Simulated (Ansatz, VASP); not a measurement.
**CaCuH2: VASP beside Ansatz**

```
Ca Cu H
1.0
     3.64587    0.00000    0.00000
     0.00000    3.64587    0.00000
     0.00000    0.00000    3.41253
Ca Cu H
1 1 2
Direct
  0.00000 0.00000 0.00000
  0.50000 0.50000 0.50000
  0.00000 0.50000 0.50000
  0.50000 0.00000 0.50000
```

Change from the starting cell: species swapped into the InAgTe2 type (P-4m2, No. 115).

Alike in both runs: functional PBE; k mesh 12 × 12 × 14; occupations gaussian, width 0.1 eV; no spin polarisation.

Ansatz relaxed the structure, and its values are those at the end. VASP's run is a single point on that final structure, the one shown.

```csv
,VASP,Ansatz
version,VASP 6.6.1,Ansatz 0.2.0
potentials or method,"VASP PAW PBE potentials, release 64 (Ca_sv, Cu, H), cutoff 520 eV","scalar-relativistic, plane waves, PAW"
valence electrons in the cell,23,31
```

```tsv
	VASP	Ansatz	Ansatz less VASP
gap on the k mesh at the Fermi level (eV)	none	none	-
pressure (GPa)	0.4	0.0	-0.36
```

A gap of «none» marks a metal or a gap that the smearing closes. The functional is the same, so the differences come from potentials, cutoffs and numerics. VASP's potentials hold 23 valence electrons a cell and Ansatz's 31, so a difference there can come from the potentials and not from the codes.
